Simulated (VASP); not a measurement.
A run of VASP 6.6.1 is set up as follows.

Contents of INCAR:

```
SYSTEM = KMgF3
PREC = Accurate
ENCUT = 600
EDIFF = 1E-6
ISMEAR = 0
SIGMA = 0.01
LREAL = .False.
LASPH = .True.
NELM = 120
ALGO = Normal
ISIF = 2
LWAVE = .False.
LCHARG = .False.
GGA = PE
NBANDS = 24
GGA_COMPAT = .False.
```

Contents of KPOINTS:

```
regular mesh
0
Gamma
  4 4 4
  0 0 0
```

File POSCAR:

```
KMgF3
1.0
    3.9859000000      0.0000000000      0.0000000000
    0.0000000000      3.9859000000      0.0000000000
    0.0000000000      0.0000000000      3.9859000000
K Mg F
1 1 3
Direct
    0.5000000000      0.5000000000      0.5000000000
    0.0000000000      0.0000000000      0.0000000000
    0.5000000000      0.0000000000      0.0000000000
    0.0000000000      0.0000000000      0.5000000000
    0.0000000000      0.5000000000      0.0000000000
```

Potentials or basis: VASP PAW PBE potentials, release 64 (K_sv, Mg, F).

The run is started by

```sh
$ cat potpaw_PBE.64/K_sv/POTCAR potpaw_PBE.64/Mg/POTCAR potpaw_PBE.64/F/POTCAR > POTCAR
$ mpirun -np 1 vasp_std > vasp.out
```

**Question.** Estimate the pressure.

**Answer.** 3.2 GPa.

**Question.** What does it give for the band gap on the k mesh?

**Answer.** 7.31 eV (least direct gap 7.63 eV).

Caveat: the cell stands under pressure. A k mesh can miss the band edges.
